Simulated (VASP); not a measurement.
# MgO2 (R-3m) in VASP: a series of runs

Runs on MgO2. Level: PBEsol. Tasks: single point.

Program: VASP 6.6.1. These are calculated values, not measurements. Logs are shortened: lines on timing, memory, paths and dates and some standing lists are left out, and cuts for length are marked.

## Step 1: The cell of the first run

It takes space group R-3m (No. 166, trigonal). The conventional cell has a = 3.113 Å, b = 3.113 Å, c = 10.796 Å, α = 90.00°, β = 90.00°, γ = 120.00°. Mg (site symmetry -3m) has 6 O at 2.07 Å within 2.7 Å. O (site symmetry 3m) has 1 O at 1.54 Å within 2.0 Å.

## Step 2: Single point, PBEsol (strain -0.030 along x and y, +0.030 along z)

The input, INCAR:

```
PREC = Accurate ; ENCUT = 520
EDIFF = 1E-6 ; ISMEAR = 0
SIGMA = 0.05 ; LREAL = F
LASPH = T ; NELM = 80
ALGO = Normal ; ISIF = 2
LWAVE = F ; LCHARG = F
GGA = PS ; NBANDS = 14
```

The input, KPOINTS:

```
regular mesh
0
Gamma
  12 12 12
```

The input, POSCAR:

```
MgO2
1.0
    1.5566181855      0.8987139284      3.5987982411
   -1.5566181855      0.8987139284      3.5987982411
    0.0000000000     -1.7974278569      3.5987982411
Mg O
1 2
Direct
    0.0000000000      0.0000000000      0.0000000000
    0.4287860000      0.4287860000      0.4287860000
    0.5712140000      0.5712140000      0.5712140000
```

Potentials or basis: VASP PAW PBE potentials, release 64 (Mg, O).

Command:

```console
cat potpaw_PBE.64/Mg/POTCAR potpaw_PBE.64/O/POTCAR > POTCAR
mpirun -np 1 vasp_std > vasp.out
```

OUTCAR:

```text
PREC = Accurate
   ENCUT = 520
   EDIFF = 1E-6
   ISMEAR = 0
   LREAL = F
   LASPH = T
   NELM = 80
   ISIF = 2
   GGA = PS

 ion  position               nearest neighbor table
   1  0.000  0.000  0.000-   3 2.07   2 2.07   3 2.07   3 2.07   2 2.07   2 2.07
   2  0.429  0.429  0.429-   3 1.54   1 2.07   1 2.07   1 2.07
   3  0.571  0.571  0.571-   2 1.54   1 2.07   1 2.07   1 2.07

  LATTYP: Found a trigonal (rhomboedric) cell.
 ALAT       =     4.0226975627
 COS(alpha) =     0.7005257881

  Lattice vectors:

 A1 = (   1.5566181855,   0.8987139284,   3.5987982411)
 A2 = (  -1.5566181855,   0.8987139284,   3.5987982411)
 A3 = (   0.0000000000,  -1.7974278569,   3.5987982411)

Analysis of symmetry for initial positions (statically):
=====================================================================
 Subroutine PRICEL returns:
 Original cell was already a primitive cell.

 Routine SETGRP: Setting up the symmetry group for a
 trigonal (rhombohedral) supercell.

 Subroutine GETGRP returns: Found 12 space group operations
 (whereof 12 operations were pure point group operations)
 out of a pool of 12 trial point group operations.

The static configuration has the point symmetry D_3d.

Analysis of symmetry for dynamics (positions and initial velocities):
=====================================================================
 Subroutine PRICEL returns:
 Original cell was already a primitive cell.

 Routine SETGRP: Setting up the symmetry group for a
 trigonal (rhombohedral) supercell.

 Subroutine GETGRP returns: Found 12 space group operations
 (whereof 12 operations were pure point group operations)
 out of a pool of 12 trial point group operations.

The dynamic configuration has the point symmetry D_3d.

 Subroutine INISYM returns: Found 12 space group operations
 (whereof 12 operations are pure point group operations),
 and found     1 'primitive' translations

----------------------------------------------------------------------------------------

                                     Primitive cell

  volume of cell :      30.2073

  direct lattice vectors                    reciprocal lattice vectors
     1.556618186  0.898713928  3.598798241     0.321209147  0.185450188  0.092623512
    -1.556618186  0.898713928  3.598798241    -0.321209147  0.185450188  0.092623512
     0.000000000 -1.797427857  3.598798241     0.000000000 -0.370900375  0.092623512

  length of vectors
     4.022697563  4.022697563  4.022697563     0.382290732  0.382290732  0.382290732

[... 90 lines left out ...]
   POTIM  = 0.5000    time-step for ionic-motion
   TEBEG  =    0.0;   TEEND  =   0.0 temperature during run
   PSTRESS=    0.0 pullay stress
   NELECT =      14.0000    total number of electrons
   NUPDOWN=      -1.0000    fix difference up-down
   EMIN   =  10.00;   EMAX   =-10.00  energy-range for DOS
   EFERMI =   0.00;   METHOD = LEGACY
   ISMEAR =     0;   SIGMA  =   0.05  broadening in eV -4-tet -1-fermi 0-gaus
   EFERMI_NEDOS =   21; number of points for ismear=-14 and -15
   IALGO  =     38    algorithm
   IMIX   =      4    mixing-type and parameters
     AMIX     =   0.40;   BMIX     =  1.00
     AMIX_MAG =   1.60;   BMIX_MAG =  1.00
  volume/ion in A,a.u.               =      10.07        67.95
  Fermi-wavevector in a.u.,A,eV,Ry     =   1.266913  2.394118 21.838278  1.605068
  Thomas-Fermi vector in A             =   2.400089
   LORBIT       =      0    0 simple, 1 ext, 2 COOP (PROOUT), +10 PAW based schemes
   GGA     = PS    functional components
   LHFCALC =     F    Hartree Fock is set to
   AEXX    =    0.0000 exact exchange contribution
   IVDW    =     0    specifies the selected vdW correction
   LEPSILON=     F    determine dielectric tensor
   LRPA    =     F    only Hartree local field effects (RPA)
 non-spin polarized calculation
 Gauss-broadening in eV      SIGMA  =   0.05
  energy-cutoff  :      520.00
  volume of cell :       30.21
 maximum number of plane-waves:       829
 NGX is ok and might be reduce to    30
   NGX = 15   NGY = 15   NGZ = 15

 number of electron      14.0000000 magnetization

 Free energy of the ion-electron system (eV)
  ---------------------------------------------------
  ext. energy  EPLUGINS =         0.00000000
  ---------------------------------------------------
  free energy    TOTEN  =       -17.13606475 eV

  energy without entropy =      -17.13606475  energy(sigma->0) =      -17.13606475

 E-fermi :   2.8843     XC(G=0): -10.6290

 val. band max:        2.5804809439   @ k =   0.5000   0.5000   0.5000
 cond. band min:       4.0953676032   @ k =   0.5000   0.5000   0.5000
 fundamental gap:      1.5148866592
 Fermi energy:         2.8843286350

 k-point     1 :       0.0000    0.0000    0.0000
  band No.  band energies     occupation
      1     -18.2509      2.00000
      2     -12.1820      2.00000
      3      -5.0492      2.00000
      4      -0.3107      2.00000
      5      -0.3107      2.00000
      6       1.8197      2.00000
      7       1.8197      2.00000
      8       6.8320      0.00000
      9       7.7587      0.00000
     10      14.4782      0.00000
     11      16.1424      0.00000
     12      18.1335      0.00000
     13      18.1335      0.00000
     14      19.9585      0.00000
[... 377 lines left out ...]
      1     -17.5823      2.00000
      2     -12.4393      2.00000
      3      -3.9575      2.00000
      4      -2.9622      2.00000
      5      -1.1981      2.00000
      6       1.0667      2.00000
      7       1.2011      2.00000
      8       6.0621      0.00000
      9      12.4506      0.00000
     10      13.6670      0.00000
     11      15.4247      0.00000
     12      16.6937      0.00000
     13      17.0745      0.00000
     14      20.4865      0.00000

 [... further k-points ...]
[... 5 lines left out ...]
  --------------------------------------------------------------------------------------
  -------------------------------------------------------------------------------------
  Total        0.7494508      0.7494508     -3.6944172      0.0000000      0.0000000      0.0000000
  in kB       39.7503891     39.7503891   -195.9495148      0.0000000      0.0000000      0.0000000
  external PRESSURE =     -38.8162456 kB  Pullay stress =       0.0000000 kB

 VOLUME and BASIS-vectors are now :
 -----------------------------------------------------------------------------
  energy-cutoff  :      520.00
  volume of cell :       30.21
      direct lattice vectors                 reciprocal lattice vectors
     1.556618186  0.898713928  3.598798241     0.321209147  0.185450188  0.092623512
    -1.556618186  0.898713928  3.598798241    -0.321209147  0.185450188  0.092623512
     0.000000000 -1.797427857  3.598798241     0.000000000 -0.370900375  0.092623512

 POSITION                                       TOTAL-FORCE (eV/Angst)
 -----------------------------------------------------------------------------------
      0.00000      0.00000      0.00000         0.000000      0.000000      0.000000
      0.00000     -0.00000      4.62934        -0.000000     -0.000000      1.151513
      0.00000     -0.00000      6.16705        -0.000000      0.000000     -1.151513
 -----------------------------------------------------------------------------------
    total drift:                                0.000000     -0.000000      0.000000

  FREE ENERGIE OF THE ION-ELECTRON SYSTEM (eV)
  ---------------------------------------------------
  free  energy   TOTEN  =       -17.1360647457 eV

  energy  without entropy=      -17.1360647457  energy(sigma->0) =      -17.13606475
```

stdout:

```text
POSCAR found type information on POSCAR MgO
 POSCAR found :  2 types and       3 ions
 scaLAPACK will be used
 -----------------------------------------------------------------------------
|                                                                             |
|                                                                             |
|     You enforced a specific xc type in the INCAR file but a different       |
|     I HOPE YOU KNOW WHAT YOU ARE DOING!                                     |
|                                                                             |
 -----------------------------------------------------------------------------

 LDA part: xc-table for (Slater+PW92), standard interpolation
 POSCAR, INCAR and KPOINTS ok, starting setup
 FFT: planning ... GRIDC
 FFT: planning ... GRID_SOFT
 FFT: planning ... GRID
 WAVECAR not read
 entering main loop
```

Wall time 85 s (1 thread of Intel Xeon Platinum 8259CL at 2.50GHz (Skylake/Cascade Lake), shared host); peak memory 0.22 GiB.

Results:

| Quantity | Value |
| --- | --- |
| Free energy | -17.1361 eV |
| Pressure | -3.9 GPa |
| Largest force | 1.152 eV/Å |
| Band gap on the k mesh | 1.51 eV, direct |

Forces on the atoms (eV/Å):
```
Mg   0.000  0.000  0.000
O    0.000  0.000  1.152
O    0.000  0.000 -1.152
```

Stress tensor (GPa, compression positive):
```
  3.98   0.00   0.00
  0.00   3.98   0.00
  0.00   0.00 -19.59
```

Levels at points of the mesh, in eV from the valence-band top:
```tsv
k point	band 4	band 5	band 6	band 7	band 8	band 9	band 10	band 11
(0.00, 0.00, 0.00)	-2.89	-2.89	-0.76	-0.76	4.25	5.18	11.90	13.56
(0.50, 0.00, 0.00)	-5.91	-3.31	-1.39	-1.22	3.50	9.11	11.12	12.86
(0.50, 0.50, 0.00)	-5.26	-3.92	-2.34	-0.23	2.80	8.47	11.76	12.52
(0.50, 0.50, 0.50)	-3.40	-3.40	0.00	0.00	1.51	5.62	9.48	15.20
```

Caveat: the cell differs from its parent crystal (strain -0.030 along x and y, +0.030 along z); the PAW data sets were made with another functional, which shifts forces and pressure a little. A k mesh can miss the band edges.

## Step 3: Single point, PBEsol (strain +0.000 along x and y, -0.030 along z)

The input, INCAR:

```
SYSTEM = MgO2
ALGO = Normal ; EDIFF = 1E-6
ENCUT = 520 ; GGA = PS
ISIF = 2 ; ISMEAR = 0
LASPH = .True. ; LCHARG = .True.
LELF = .True. ; LREAL = .False.
LVHAR = .True. ; LWAVE = .False.
NBANDS = 14 ; NELM = 80
PREC = Accurate ; SIGMA = 0.05
```

The input, KPOINTS:

```
k-points
0
Gamma
  12 12 12
  0 0 0
```

The input, POSCAR:

```
MgO2
1.0
    1.6047610160      0.9265092046      3.3891595087
   -1.6047610160      0.9265092046      3.3891595087
    0.0000000000     -1.8530184092      3.3891595087
Mg O
1 2
Direct
    0.0000000000      0.0000000000      0.0000000000
    0.4287860000      0.4287860000      0.4287860000
    0.5712140000      0.5712140000      0.5712140000
```

Potentials or basis: VASP PAW PBE potentials, release 64 (Mg, O).

Command:

```console
cat potpaw_PBE.64/Mg/POTCAR potpaw_PBE.64/O/POTCAR > POTCAR
mpirun -np 1 vasp_std > vasp.out
```

Wall time 91 s (1 thread of Intel Xeon Platinum 8259CL at 2.50GHz (Skylake/Cascade Lake), shared host); peak memory 0.22 GiB.

The run converged. Its results:

| Property | Result |
| --- | --- |
| Free energy | -17.1937 eV |
| Pressure | 0.9 GPa |
| Largest force | 0.836 eV/Å |
| Band gap on the k mesh | 2.85 eV, direct |

Forces on the atoms (eV/Å):
```
Mg   0.000  0.000  0.000
O    0.000  0.000 -0.836
O    0.000  0.000  0.836
```

Stress tensor (GPa, compression positive):
```
-3.84  0.00  0.00
 0.00 -3.84  0.00
 0.00  0.00 10.40
```

Levels at points of the mesh, in eV from the valence-band top:
```tsv
k point	band 3	band 4	band 5	band 6	band 7	band 8	band 9	band 10	band 11	band 12
(0.00, 0.00, 0.00)	-8.10	-3.76	-3.76	-0.91	-0.91	4.27	5.28	12.46	14.31	14.36
(0.50, 0.00, 0.00)	-7.04	-6.50	-4.09	-1.37	-1.06	4.66	8.30	9.96	12.50	14.25
(0.50, 0.50, 0.00)	-6.35	-5.79	-4.82	-2.19	-0.10	4.04	7.33	10.68	12.55	13.03
(0.50, 0.50, 0.50)	-5.16	-4.32	-4.32	0.00	0.00	2.85	4.48	9.65	13.74	13.74
```

Caveat: the cell differs from its parent crystal (strain +0.000 along x and y, -0.030 along z); the PAW data sets were made with another functional, which shifts forces and pressure a little.

(Part 1 of 2 ends here.)
